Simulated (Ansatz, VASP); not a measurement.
## Cd3Pd: VASP beside Ansatz

```xyz
4
Lattice="-2.0207 2.0207 4.2435 2.0207 -2.0207 4.2435 2.0207 2.0207 -4.2435" Properties=species:S:1:pos:R:3 pbc="T T T"
Cd    0.0000    2.0207    2.1218
Cd    2.0207    0.0000    2.1218
Cd    0.0000    0.0000    4.2435
Pd    0.0000    0.0000    0.0000
```

Alike in both runs: functional LDA; k mesh 12 × 12 × 12; occupations fermi-dirac, width 0.1 eV; no spin polarisation.

Ansatz relaxed the structure, and its values are those at the end. VASP's run is a single point on that final structure, the one shown.

|  | VASP | Ansatz |
| --- | --- | --- |
| version | VASP 6.6.1 | Ansatz 0.2.0 |
| potentials or method | VASP PAW LDA potentials, release 64 (Cd_sv_GW, Pd_sv_GW), cutoff 630 eV | PAW with Ansatz's default frozen-core files, scalar-relativistic |
| valence electrons in the cell | 78 | 78 |

|  | VASP | Ansatz | Ansatz less VASP |
| --- | --- | --- | --- |
| pressure (GPa) | 0.0 | 0.0 | 0.00 |

LDA's correlation is that of Perdew and Zunger in VASP and of Perdew and Wang (1992) in Ansatz.
